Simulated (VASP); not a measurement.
# Sc2BF2: single point with PBE

The system is Sc2BF2.

```
CELL_PARAMETERS angstrom
3.21227 0.00469 0.05943
-1.60187 2.77002 0.00383
0.36752 0.23757 20.71199
ATOMIC_POSITIONS crystal
Sc 0.94795 0.95749 0.16075
Sc 0.95040 0.98599 0.66094
Sc 0.35978 0.69798 0.41349
Sc 0.35909 0.66445 0.91329
B 0.00107 0.01640 0.49034
B 0.00053 0.98442 0.99014
F 0.97927 0.97240 0.05908
F 0.97986 0.00565 0.55930
F 0.71137 0.37446 0.35890
F 0.71066 0.34076 0.85868
```

```json
{
  "Program": "VASP 6.6.1",
  "Task": "single point",
  "Functional": "PBE",
  "Potentials or basis": "VASP PAW PBE potentials, release 64 (Sc_sv, B, F)",
  "Cutoff": "520 eV",
  "k mesh": "6 × 6 × 1",
  "Occupations": "gaussian, width 0.2 eV",
  "Spin": "no spin polarisation",
  "Dipole correction": "no",
  "Further INCAR settings": "ALGO = Normal; EDIFF = 1e-06; NBANDS = 50"
}
```

| Property | Result |
| --- | --- |
| Pressure | 0.2 GPa |
| Largest force | 0.121 eV/Å |
| Band gap on the k mesh | zero (bands 39 and 40 overlap by 0.29 eV) |

Forces in eV/Å, atoms in the order of the input:
```
Sc   0.000 -0.004  0.031
Sc  -0.005  0.002  0.031
Sc  -0.001 -0.011  0.050
Sc  -0.003 -0.006  0.048
B    0.000  0.008 -0.115
B    0.005 -0.002 -0.121
F   -0.007 -0.002  0.103
F   -0.001 -0.009  0.096
F    0.005  0.013 -0.062
F    0.006  0.012 -0.060
```

Stress tensor (GPa, compression positive):
```
 0.02 -0.02 -0.04
-0.02  0.12 -0.04
-0.04 -0.04  0.32
```

Levels at points of the mesh, in eV from the Fermi level:
```tsv
k point	band 36	band 37	band 38	band 39	band 40	band 41	band 42	band 43
(0.00, 0.00, 0.00)	-3.68	-0.25	-0.18	0.25	0.29	1.13	1.13	1.18
(0.50, 0.00, 0.00)	-1.95	-1.31	-1.30	-0.03	-0.01	0.31	0.35	1.05
(0.00, 0.50, 0.00)	-1.94	-1.30	-1.30	-0.01	-0.01	0.34	0.35	1.01
(0.50, 0.50, 0.00)	-1.94	-1.30	-1.30	-0.01	-0.01	0.34	0.35	1.02
```

It took 2.9 min on 1 thread of Intel(R) Xeon(R) 6975P-C (Granite Rapids), with other jobs on the host, peak memory 0.36 GiB.

Caveat: the k points lie up to 0.38 Å⁻¹ apart.
